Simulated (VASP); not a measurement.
A run of VASP 6.6.1:

Contents of INCAR:

```
AGGAC = 1.0
AGGAX = 1.0
ALDAC = 0.0
ALDAX = 1.0
ALGO = Normal
EDIFF = 1E-6
ENCUT = 520
GGA = B5
ISIF = 2
ISMEAR = -1
ISPIN = 2
IVDW = 12
LASPH = T
LCHARG = F
LMAXMIX = 4
LORBIT = 11
LREAL = F
LWAVE = F
MAGMOM = 0 1 0 0 0
NBANDS = 32
NELM = 150
PREC = Accurate
SIGMA = 0.1
VDW_A1 = 0.4298
VDW_A2 = 4.2359
VDW_S6 = 1.0
VDW_S8 = 2.6996
```

The input KPOINTS:

```
k-points
0
Gamma
  6 6 6
```

Contents of POSCAR:

```
NaVF3
1.0
    4.0836359496      0.0000000000      0.0000000000
    0.0000000000      4.0836359496      0.0000000000
    0.0000000000      0.0000000000      4.0836359496
Na V F
1 1 3
Direct
    0.0000000000      0.0000000000      0.0000000000
    0.5000000000      0.5000000000      0.5000000000
    0.0000000000      0.5000000000      0.5000000000
    0.5000000000      0.0000000000      0.5000000000
    0.5000000000      0.5000000000      0.0000000000
```

Potentials or basis: VASP PAW PBE potentials, release 64 (Na_pv, V_sv, F).

Launch:

```sh
$ cat potpaw_PBE.64/Na_pv/POTCAR potpaw_PBE.64/V_sv/POTCAR potpaw_PBE.64/F/POTCAR > POTCAR
$ mpirun -np 1 vasp_std > vasp.out
```

Hardware: 1 thread of Intel(R) Xeon(R) 6975P-C (Granite Rapids), with other jobs on the host.

Task: How long does it take, and how much memory?

Result: Run time: 100 s on 1 thread of Intel(R) Xeon(R) 6975P-C (Granite Rapids), on a shared host, peak memory 0.23 GiB. Counts: scf iterations 15, k points 20.
